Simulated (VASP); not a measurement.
# MgO (P2/m) in VASP: further runs

The runs below take MgO through single point, with PBE.

Everything below comes from runs of VASP 6.6.1. Logs are shortened: lines on timing, memory, paths and dates and some standing lists are left out, and cuts for length are marked.

### Step 1. The cell of the first run

Symmetry: P2/m, No. 10, monoclinic system. The conventional cell has a = 2.970 Å, b = 3.000 Å, c = 5.417 Å, α = 90.00°, β = 100.34°, γ = 90.00°. Within 2.7 Å of Mg (site symmetry 2/m) lie 4 O at 2.01 to 2.04 Å. Within 2.7 Å of Mg (site symmetry 2/m) lie 4 O at 2.04 Å. O (site symmetry m) has 4 Mg at 2.01 to 2.04 Å and 2 O at 2.75 to 2.77 Å within 2.8 Å.

### Step 2. Single point, PBE (atoms taken out)

Input file INCAR:

```
SYSTEM = MgO
ALGO     = Normal         ! electronic algorithm
EDIFF    = 1E-6           ! SCF threshold, eV
ENCUT    = 520            ! plane-wave cutoff, eV
GGA      = PE             ! functional
ISIF     = 2              ! what is computed and relaxed
ISMEAR   = 0              ! smearing method
LASPH    = .TRUE.         ! aspherical terms in the spheres
LCHARG   = .TRUE.         ! write CHGCAR
LELF     = .TRUE.         ! ELF
LREAL    = .FALSE.        ! projectors in reciprocal space
LVHAR    = .TRUE.       
LWAVE    = .FALSE.        ! write WAVECAR
NBANDS   = 16             ! bands
NELM     = 80             ! most SCF steps
PREC     = Accurate       ! precision mode
SIGMA    = 0.1            ! smearing width, eV
```

Input file KPOINTS:

```
k-points
0
G
  4 6 4
  0 0 0
```

Input file POSCAR:

```
MgO
1.0
    2.8924069992      0.0000000000      0.6764158904
    0.0000000000      2.9996360308      0.0000000000
    0.7322416815      0.0000000000      5.6438417189
Mg O
2 2
Direct
    0.0000000000      0.0000000000      0.0000000000
    0.0000000000      0.5000000000      0.5000000000
    0.6649248894      0.0000000000      0.7419257109
    0.3350751106      0.0000000000      0.2580742891
```

Potentials or basis: VASP PAW PBE potentials, release 64 (Mg, O).

Started as:

```console
$ cat potpaw_PBE.64/Mg/POTCAR potpaw_PBE.64/O/POTCAR > POTCAR
$ mpirun -np 1 vasp_std > vasp.out
```

OUTCAR:

```text
SYSTEM = MgO
   EDIFF = 1E-6
   ENCUT = 520
   GGA = PE
   ISIF = 2
   ISMEAR = 0
   LASPH = .TRUE.
   LREAL = .FALSE.
   NELM = 80
   PREC = Accurate

 ion  position               nearest neighbor table
   1  0.000  0.000  0.000-   3 2.01   4 2.01   4 2.04   3 2.04   2 3.22   2 3.22   2 3.22   2 3.22
                             2 3.64   2 3.64   2 3.64   2 3.64
   2  0.000  0.500  0.500-   3 2.04   4 2.04   3 2.04   4 2.04   1 3.22   1 3.22   1 3.22   1 3.22
                             1 3.64   1 3.64   1 3.64   1 3.64
   3  0.665  0.000  0.742-   1 2.01   2 2.04   2 2.04   1 2.04
   4  0.335  0.000  0.258-   1 2.01   2 2.04   2 2.04   1 2.04

  LATTYP: Found a simple monoclinic cell.
 ALAT       =     2.9704472232
 B/A-ratio  =     1.0098264017
 C/A-ratio  =     1.8235610356
 COS(beta)  =    -0.1794890437

  Lattice vectors:

 A1 = (   2.8924069992,   0.0000000000,   0.6764158904)
 A2 = (   0.0000000000,   2.9996360308,   0.0000000000)
 A3 = (  -2.1601653177,   0.0000000000,   4.9674258285)

Analysis of symmetry for initial positions (statically):
=====================================================================
 Subroutine PRICEL returns:
 Original cell was already a primitive cell.

 Routine SETGRP: Setting up the symmetry group for a
 simple monoclinic supercell.

 Subroutine GETGRP returns: Found  4 space group operations
 (whereof  4 operations were pure point group operations)
 out of a pool of  4 trial point group operations.

The static configuration has the point symmetry C_2h.

Analysis of symmetry for dynamics (positions and initial velocities):
=====================================================================
 Subroutine PRICEL returns:
 Original cell was already a primitive cell.

 Routine SETGRP: Setting up the symmetry group for a
 simple monoclinic supercell.

 Subroutine GETGRP returns: Found  4 space group operations
 (whereof  4 operations were pure point group operations)
 out of a pool of  4 trial point group operations.

The dynamic configuration has the point symmetry C_2h.

 Subroutine INISYM returns: Found  4 space group operations
 (whereof  4 operations are pure point group operations),
 and found     1 'primitive' translations

----------------------------------------------------------------------------------------

                                     Primitive cell

  volume of cell :      47.4812

  direct lattice vectors                    reciprocal lattice vectors
     2.892406999  0.000000000  0.676415890     0.356551028  0.000000000 -0.046259540
     0.000000000  2.999636031  0.000000000     0.000000000  0.333373779  0.000000000
     0.732241682  0.000000000  5.643841719    -0.042732733  0.000000000  0.182728492

  length of vectors
     2.970447223  2.999636031  5.691144633     0.359539400  0.333373779  0.187658702

  position of ions in fractional coordinates (direct lattice)
     0.000000000  0.000000000  0.000000000
     1.000000000  0.500000000  0.500000000
     0.664924889  0.000000000  0.741925711
     0.335075111  0.000000000  0.258074289

  ion indices of the primitive-cell ions
   primitive index   ion index
                 1           1
                 2           2
                 3           3
                 4           4

----------------------------------------------------------------------------------------

 KPOINTS: k-points

Automatic generation of k-mesh.
 Grid dimensions read from file:
 generate k-points for:    4    6    4

 Generating k-lattice:

  Cartesian coordinates                     Fractional coordinates (reciprocal lattice)
     0.089137757  0.000000000 -0.011564885     0.250000000  0.000000000 -0.000000000
     0.000000000  0.055562297  0.000000000     0.000000000  0.166666667  0.000000000
    -0.010683183  0.000000000  0.045682123     0.000000000  0.000000000  0.250000000

  Length of vectors
     0.089884850  0.055562297  0.046914675

  Shift w.r.t. Gamma in fractional coordinates (k-lattice)
     0.000000000  0.000000000  0.000000000

 Subroutine IBZKPT returns following result:
 ===========================================

 Found     40 irreducible k-points:

 Following reciprocal coordinates:
            Coordinates               Weight
  0.000000  0.000000  0.000000      1.000000
  0.250000  0.000000 -0.000000      2.000000
  0.500000  0.000000 -0.000000      1.000000
  0.000000  0.166667  0.000000      2.000000
  0.250000  0.166667 -0.000000      4.000000
  0.500000  0.166667 -0.000000      2.000000
[... 16 lines left out ...]
  0.500000  0.333333  0.250000      4.000000
 -0.250000  0.333333  0.250000      4.000000
 [... further k-points ...]
   k-points           NKPTS =     40   k-points in BZ     NKDIM =     40   number of bands    NBANDS=     16
   number of dos      NEDOS =    301   number of ions     NIONS =      4
   total plane-waves  NPLWV =  24192
   dimension x,y,z NGX =    24 NGY =   24 NGZ =   42
   dimension x,y,z NGXF=    48 NGYF=   48 NGZF=   84
[... 70 lines left out ...]
  band No.  band energies     occupation
      1     -14.7682      2.00000
      2     -13.8335      2.00000
      3      -2.3435      2.00000
      4       1.1996      2.00000
      5       1.3642      2.00000
      6       1.4716      2.00000
[... 8 lines left out ...]
     15      17.5757      0.00000
     16      18.5391      0.00000

 k-point     2 :       0.2500    0.0000   -0.0000
  band No.  band energies     occupation
      1     -14.4118      2.00000
      2     -13.7913      2.00000
      3      -1.6103      2.00000
      4      -0.5348      2.00000
      5      -0.2140      2.00000
      6       1.3775      2.00000
[... 8 lines left out ...]
     15      17.8535      0.00000
     16      17.9481      0.00000

 k-point     3 :       0.5000    0.0000   -0.0000
  band No.  band energies     occupation
      1     -13.8868      2.00000
      2     -13.8734      2.00000
      3      -1.9159      2.00000
      4      -1.5793      2.00000
      5       0.0193      2.00000
      6       0.6061      2.00000
[... 8 lines left out ...]
     15      17.4309      0.00000
     16      17.5342      0.00000

 k-point     4 :       0.0000    0.1667    0.0000
  band No.  band energies     occupation
      1     -14.6469      2.00000
      2     -13.7615      2.00000
      3      -2.1249      2.00000
      4      -0.1187      2.00000
      5       0.9240      2.00000
      6       1.4453      2.00000
[... 8 lines left out ...]
     15      17.0238      0.00000
     16      18.4108      0.00000

 k-point     5 :       0.2500    0.1667   -0.0000
  band No.  band energies     occupation
      1     -14.3055      2.00000
      2     -13.7179      2.00000
      3      -1.4296      2.00000
      4      -0.4949      2.00000
      5      -0.0763      2.00000
      6       0.6148      2.00000
[... 8 lines left out ...]
     15      16.6841      0.00000
     16      18.0072      0.00000

 k-point     6 :       0.5000    0.1667   -0.0000
  band No.  band energies     occupation
      1     -13.8144      2.00000
      2     -13.7835      2.00000
      3      -1.6836      2.00000
      4      -1.3708      2.00000
      5       0.0787      2.00000
      6       0.6978      2.00000
[... 8 lines left out ...]
     15      16.4531      0.00000
     16      16.8575      0.00000
[... 267 lines left out ...]
 k-point    21 :       0.0000    0.3333    0.2500
  band No.  band energies     occupation
      1     -14.2857      2.00000
      2     -13.7372      2.00000
      3      -1.5251      2.00000
      4      -1.2502      2.00000
      5      -0.3677      2.00000
      6       1.2689      2.00000
[... 8 lines left out ...]
     15      17.2539      0.00000
     16      17.8522      0.00000

 k-point    22 :       0.2500    0.3333    0.2500
  band No.  band energies     occupation
      1     -14.1316      2.00000
      2     -13.5030      2.00000
      3      -1.2537      2.00000
      4      -1.2068      2.00000
      5       0.0269      2.00000
      6       0.1115      2.00000
[... 8 lines left out ...]
     15      16.3374      0.00000
     16      17.2434      0.00000

 k-point    23 :       0.5000    0.3333    0.2500
  band No.  band energies     occupation
      1     -13.7834      2.00000
      2     -13.4666      2.00000
      3      -1.3554      2.00000
      4      -0.7623      2.00000
      5      -0.3007      2.00000
      6       0.0178      2.00000
[... 8 lines left out ...]
     15      15.7156      0.00000
     16      17.0340      0.00000

 k-point    24 :      -0.2500    0.3333    0.2500
  band No.  band energies     occupation
      1     -13.8863      2.00000
      2     -13.7787      2.00000
      3      -0.8701      2.00000
      4      -0.6520      2.00000
      5      -0.0829      2.00000
      6      -0.0360      2.00000
[... 8 lines left out ...]
     15      15.1277      0.00000
     16      17.4632      0.00000

 [... further k-points ...]

------------------------ aborting loop because EDIFF is reached ----------------------------------------

  FORCE on cell =-STRESS in cart. coord.  units (eV):
  Direction    XX          YY          ZZ          XY          YZ          ZX
  --------------------------------------------------------------------------------------
  -------------------------------------------------------------------------------------
  Total       -0.1037118     -0.0931034     -0.1089959      0.0000000      0.0000000      0.0131496
  in kB       -3.4995885     -3.1416247     -3.6778920      0.0000000      0.0000000      0.4437127
  external PRESSURE =      -3.4397017 kB  Pullay stress =       0.0000000 kB

 VOLUME and BASIS-vectors are now :
 -----------------------------------------------------------------------------
  energy-cutoff  :      520.00
  volume of cell :       47.48
      direct lattice vectors                 reciprocal lattice vectors
     2.892406999  0.000000000  0.676415890     0.356551028  0.000000000 -0.046259540
     0.000000000  2.999636031  0.000000000     0.000000000  0.333373779  0.000000000
     0.732241682  0.000000000  5.643841719    -0.042732733  0.000000000  0.182728492

 POSITION                                       TOTAL-FORCE (eV/Angst)
 -----------------------------------------------------------------------------------
      0.00000      0.00000      0.00000         0.000000     -0.000000      0.000000
      0.36612      1.49982      2.82192         0.000000     -0.000000      0.000000
      2.46650      0.00000      4.63708         0.001668     -0.000000     -0.006475
      1.15815      0.00000      1.68318        -0.001668      0.000000      0.006475
 -----------------------------------------------------------------------------------
    total drift:                               -0.000000      0.000000     -0.000000

  FREE ENERGIE OF THE ION-ELECTRON SYSTEM (eV)
  ---------------------------------------------------
  free  energy   TOTEN  =       -21.8324613398 eV

  energy  without entropy=      -21.8324613398  energy(sigma->0) =      -21.83246134
```

Wall time 15 s (1 thread of Intel Xeon Platinum 8488C (Sapphire Rapids), shared host); peak memory 0.17 GiB.

What came out:

| Quantity | Value |
| --- | --- |
| Free energy | -21.8325 eV |
| Pressure | -0.3 GPa |
| Largest force | 0.007 eV/Å |
| Band gap on the k mesh | 1.49 eV (least direct gap 1.61 eV) |

Forces in eV/Å, atoms in the order of the input:
```
Mg   0.000  0.000  0.000
Mg   0.000  0.000  0.000
O    0.002  0.000 -0.006
O   -0.002  0.000  0.006
```

Levels at points of the mesh, in eV from the valence-band top:
| k point | band 6 | band 7 | band 8 | band 9 | band 10 | band 11 |
| --- | --- | --- | --- | --- | --- | --- |
| (0.00, 0.00, 0.00) | -0.50 | -0.38 | -0.13 | 1.49 | 6.57 | 7.28 |
| (0.50, 0.00, 0.00) | -1.37 | -0.40 | -0.15 | 5.70 | 6.31 | 9.21 |
| (0.00, 0.50, 0.00) | -0.28 | -0.25 | 0.00 | 4.79 | 6.57 | 8.34 |
| (0.50, 0.50, 0.00) | -2.29 | -1.57 | -0.91 | 4.22 | 5.04 | 9.82 |
| (0.00, 0.00, 0.50) | -0.62 | -0.55 | -0.40 | 3.16 | 3.90 | 10.21 |
| (0.50, 0.00, 0.50) | -0.47 | -0.39 | -0.16 | 5.59 | 6.60 | 7.91 |
| (0.00, 0.50, 0.50) | -1.80 | -0.30 | -0.19 | 5.25 | 6.63 | 9.97 |
| (0.50, 0.50, 0.50) | -1.99 | -1.65 | -0.27 | 3.58 | 7.34 | 8.42 |

Caveat: the k points lie up to 0.54 Å⁻¹ apart; the cell differs from its parent crystal (atoms taken out). A k mesh can miss the band edges.

### Step 3. Single point, PBE (atoms taken out)

Input file INCAR:

```
PREC = Accurate ; ENCUT = 520
EDIFF = 1E-6 ; ISMEAR = 0
SIGMA = 0.1 ; LREAL = F
LASPH = T ; NELM = 80
ALGO = Normal ; ISIF = 2
LWAVE = F ; LCHARG = F
GGA = PE ; NBANDS = 16
```

Input file KPOINTS:

```
Automatic mesh
0
Gamma
  6 6 4
```

Input file POSCAR:

```
MgO
1.0
    2.9704472232      0.0000000000      0.0000000000
    0.0000000000      2.9996360308      0.0000000000
   -0.9722547827      0.0000000000      5.3288229656
Mg O
2 2
Direct
    0.0000000000      0.0000000000      0.0000000000
    0.5000000000      0.5000000000      0.5000000000
    0.4068506003      0.0000000000      0.7419257109
    0.5931493997      0.0000000000      0.2580742891
```

Potentials or basis: VASP PAW PBE potentials, release 64 (Mg, O).

Started as:

```console
$ cat potpaw_PBE.64/Mg/POTCAR potpaw_PBE.64/O/POTCAR > POTCAR
$ mpirun -np 1 vasp_std > vasp.out
```

Wall time 19 s (1 thread of Intel Xeon Platinum 8488C (Sapphire Rapids), shared host); peak memory 0.18 GiB.

The run converged. Its results:

| Quantity | Value |
| --- | --- |
| Free energy | -21.8425 eV |
| Pressure | -0.4 GPa |
| Largest force | 0.009 eV/Å |
| Band gap on the k mesh | 1.49 eV (least direct gap 1.62 eV) |

Forces on the atoms (eV/Å):
```
Mg   0.000  0.000  0.000
Mg   0.000  0.000  0.000
O    0.000  0.000 -0.009
O    0.000  0.000  0.009
```

Stress tensor (GPa, compression positive):
```
-0.48  0.00  0.03
 0.00 -0.28  0.00
 0.03  0.00 -0.30
```

Levels at points of the mesh, in eV from the valence-band top:
| k point | band 5 | band 6 | band 7 | band 8 | band 9 | band 10 | band 11 | band 12 |
| --- | --- | --- | --- | --- | --- | --- | --- | --- |
| (0.00, 0.00, 0.00) | -0.61 | -0.50 | -0.38 | -0.12 | 1.49 | 6.57 | 7.29 | 12.92 |
| (0.50, 0.00, 0.00) | -2.33 | -0.47 | -0.39 | -0.16 | 5.59 | 6.60 | 7.91 | 10.39 |
| (0.00, 0.50, 0.00) | -2.59 | -0.28 | -0.25 | 0.00 | 4.79 | 6.57 | 8.34 | 10.39 |
| (0.50, 0.50, 0.00) | -2.82 | -1.99 | -1.65 | -0.27 | 3.58 | 7.34 | 8.42 | 9.48 |
| (0.00, 0.00, 0.50) | -0.70 | -0.62 | -0.55 | -0.40 | 3.17 | 3.90 | 10.21 | 11.79 |
| (0.50, 0.00, 0.50) | -1.95 | -1.37 | -0.40 | -0.15 | 5.70 | 6.31 | 9.21 | 10.18 |
| (0.00, 0.50, 0.50) | -1.90 | -1.80 | -0.30 | -0.19 | 5.26 | 6.63 | 9.97 | 10.37 |
| (0.50, 0.50, 0.50) | -2.57 | -2.29 | -1.57 | -0.91 | 4.23 | 5.05 | 9.83 | 11.41 |

Caveat: the cell differs from its parent crystal (atoms taken out). A k mesh can miss the band edges.

### Step 4. Single point, PBE (atoms taken out)

Input file INCAR:

```
SYSTEM = MgO
ALGO = Normal
EDIFF = 1E-7
ENCUT = 520
GGA = PE
ISIF = 2
ISMEAR = 0
LASPH = .TRUE.
LCHARG = .TRUE.
LELF = .TRUE.
LREAL = .FALSE.
LVHAR = .TRUE.
LWAVE = .FALSE.
NBANDS = 16
NELM = 60
PREC = Accurate
SIGMA = 0.1
```

Input file KPOINTS:

```
k-points
0
G
  4 6 4
  0 0 0
```

Input file POSCAR:

```
MgO
1.0
    5.0852173900      0.0000000000      0.0000000000
    0.0000000000      3.1782608700      0.0000000000
    0.0000000000      0.0000000000      5.5049093100
Mg O
2 2
Direct
    0.0000000000      0.0000000000      0.0000000000
    0.0000000000      0.5000000000      0.5000000000
    0.7600000000      0.0000000000      0.6666666700
    0.2400000000      0.0000000000      0.3333333300
```

Started as:

```console
$ cat potpaw_PBE.64/Mg/POTCAR potpaw_PBE.64/O/POTCAR > POTCAR
$ mpirun -np 1 vasp_std > vasp.out
```

Run time: 40 s. Hardware: 1 thread of Intel Xeon Platinum 8488C (Sapphire Rapids), shared host; peak memory 0.21 GiB.

Results (log left out):

```yaml
Free_energy: -17.4026 eV
Pressure: -10.3 GPa
Largest_force: 3.428 eV/Å
Band_gap_on_the_k_mesh: 0.07 eV
```

Forces in eV/Å, atoms in the order of the input:
```
Mg   0.000  0.000  0.000
Mg   0.000  0.000  0.000
O    3.098  0.000  1.468
O   -3.098  0.000 -1.468
```

Stress tensor (GPa, compression positive):
```
-16.04   0.00  -4.52
  0.00  -3.50   0.00
 -4.52   0.00 -11.21
```

Levels at points of the mesh, in eV from the valence-band top:
```tsv
k point	band 5	band 6	band 7	band 8	band 9	band 10	band 11	band 12
(0.00, 0.00, 0.00)	-1.51	-0.31	-0.16	0.00	0.07	2.93	6.21	7.52
(0.50, 0.00, 0.00)	-1.98	-0.62	-0.11	-0.05	1.09	2.85	6.07	6.92
(0.00, 0.50, 0.00)	-1.37	-1.33	-0.96	-0.10	2.31	3.81	5.40	6.16
(0.50, 0.50, 0.00)	-1.41	-1.36	-0.99	-0.25	2.34	4.64	4.88	5.92
(0.00, 0.00, 0.50)	-1.46	-0.41	-0.15	-0.01	1.38	2.48	6.36	6.60
(0.50, 0.00, 0.50)	-0.99	-0.29	-0.10	-0.06	1.31	3.21	4.86	6.14
(0.00, 0.50, 0.50)	-1.48	-1.35	-1.00	-0.16	1.97	4.82	5.21	6.18
(0.50, 0.50, 0.50)	-1.79	-1.56	-0.57	-0.11	1.88	4.66	5.14	6.47
```

Caveat: the cell differs from its parent crystal (atoms taken out); the stress differs along the axes, from -16 to -3 GPa; the smearing spreads over this small gap; semilocal functionals underestimate gaps, and a narrow one can read as zero; forces of over 1 eV/Å act on the atoms, so gaps and moduli don't describe the material at rest.

### Step 5. The runs side by side

| cell | k mesh | gap on the mesh (eV) | pressure (GPa) | largest force (eV/Å) |
| --- | --- | --- | --- | --- |
| a = 2.970, b = 3.000, c = 5.691 Å, angles 90.0, 69.4, 90.0°, 4 atoms, atomic positions A | 4 × 6 × 4 | 1.49 | -0.3 | 0.01 |
| a = 2.970, b = 3.000, c = 5.417 Å, angles 90.0, 100.3, 90.0°, 4 atoms, atomic positions B | 6 × 6 × 4 | 1.49 | -0.4 | 0.01 |
| a = 5.085, b = 3.178, c = 5.505 Å, 4 atoms, atomic positions C | 4 × 6 × 4 | 0.07 | -10.3 | 3.43 |

Alike in all rows: task single point; level PBE; potentials or basis VASP PAW PBE potentials, release 64 (Mg, O); no spin polarisation; cutoff (eV) 520; smearing gaussian 0.1 eV.

Caveats: some runs use coarse meshes; the stress differs along the axes, from -16 to -3 GPa (at least some runs); the smearing spreads over this small gap (at least some runs); semilocal functionals underestimate gaps, and a narrow one can read as zero (at least some runs); forces of over 1 eV/Å act on the atoms, so gaps and moduli don't describe the material at rest (at least some runs).

Total energies depend on the potentials used, so only differences within one code and one set of settings carry meaning.
